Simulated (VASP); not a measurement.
Set up this calculation in VASP 6.6.1, as the native input.

* Task: single point
* Functional: PBEsol
* Potentials or basis: VASP PAW PBE potentials, release 64 (Sb)
* Cutoff: 520 eV
* k mesh: 18 × 18 × 10
* Occupations: gaussian, width 0.15 eV
* Spin: no spin polarisation
* Dipole correction: no
* Further INCAR settings: ALGO = Normal; EDIFF = 1e-07; NBANDS = 12

The structure of Sb lies in POSCAR:

```
Sb
1.0
    3.1668601687      0.0000000000      0.0000000000
   -1.5834300844      3.0926981252      0.0000000000
    0.0000000000      0.0000000000      5.3300000000
Sb
2
Direct
    0.3333333333      0.6666666667      0.2500000000
    0.6666666667      0.3333333333      0.7500000000
```

This cell differs from its parent crystal: strain -0.0600 x Voigt [1, -1, 0, 0, 0, 0].

The input as run:

INCAR

```
SYSTEM = Sb
ALGO = Normal ; EDIFF = 1E-7
ENCUT = 520 ; GGA = PS
ISIF = 2 ; ISMEAR = 0
LASPH = .True. ; LCHARG = .False.
LREAL = .False. ; LWAVE = .False.
NBANDS = 12 ; NELM = 60
PREC = Accurate ; SIGMA = 0.15
```

KPOINTS

```
k-points
0
Gamma
  18 18 10
  0 0 0
```

Potentials or basis: VASP PAW PBE potentials, release 64 (Sb).

Run with:

```bash
$ cat potpaw_PBE.64/Sb/POTCAR > POTCAR
$ mpirun -np 1 vasp_std > vasp.out
```

Results of the run:

```
Pressure               : 0.6 GPa
Largest force          : 0.131 eV/Å
Band gap on the k mesh : zero (bands 5 and 6 overlap by 7.33 eV)
```

Caveat: the cell differs from its parent crystal (strain -0.0600 x Voigt [1, -1, 0, 0, 0, 0]); the PAW data sets were made with another functional, which shifts forces and pressure a little; spin-orbit coupling is left out, which moves the levels of the heavy elements.

Run time: 2.4 min on 1 thread of Intel(R) Xeon(R) 6975P-C (Granite Rapids), on a shared host, peak memory 0.4 GiB.
